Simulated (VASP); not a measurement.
Write the native input for VASP 6.6.1 that does the following.

```
Task                   : single point
Functional             : PBE
Potentials or basis    : VASP PAW PBE potentials, release 64 (K_sv)
Cutoff                 : 520 eV
k mesh                 : 14 × 14 × 14
Occupations            : gaussian, width 0.15 eV
Spin                   : no spin polarisation
Dipole correction      : no
Further INCAR settings : ALGO = Fast; EDIFF = 1e-06; NBANDS = 10
```

The structure of K lies in POSCAR:

```
K
1.0
   -2.6049100000      2.6049100000      2.6180000000
    2.6049100000     -2.6049100000      2.6180000000
    2.6310900000      2.6310900000     -2.6180000000
K
1
Direct
    0.0000000000      0.0000000000      0.0000000000
```

This cell differs from its parent crystal: strain +0.0100 x Voigt [0, 0, 0, 0, 0, 1].

One way to write it, as run:

INCAR

```
SYSTEM = K
  ALGO = Fast
  EDIFF = 1E-6
  ENCUT = 520
  GGA = PE
  ISIF = 2
  ISMEAR = 0
  LASPH = .TRUE.
  LCHARG = .FALSE.
  LREAL = .FALSE.
  LWAVE = .FALSE.
  NBANDS = 10
  NELM = 60
  PREC = Accurate
  SIGMA = 0.15
```

KPOINTS

```
k-points
0
G
  14 14 14
  0 0 0
```

Potentials or basis: VASP PAW PBE potentials, release 64 (K_sv).

Launch:

```console
$ cat potpaw_PBE.64/K_sv/POTCAR > POTCAR
$ mpirun -np 1 vasp_std > vasp.out
```

Results of the run:

The pressure is 0.1 GPa and the band gap on the k mesh is zero (an odd number of electrons rules out a gap without spin polarisation).

Caveat: the cell differs from its parent crystal (strain +0.0100 x Voigt [0, 0, 0, 0, 0, 1]).

Wall time 2.5 min on 1 thread of AMD EPYC 9R45 96-Core Processor (Zen 5) (shared host), peak memory 0.39 GiB.
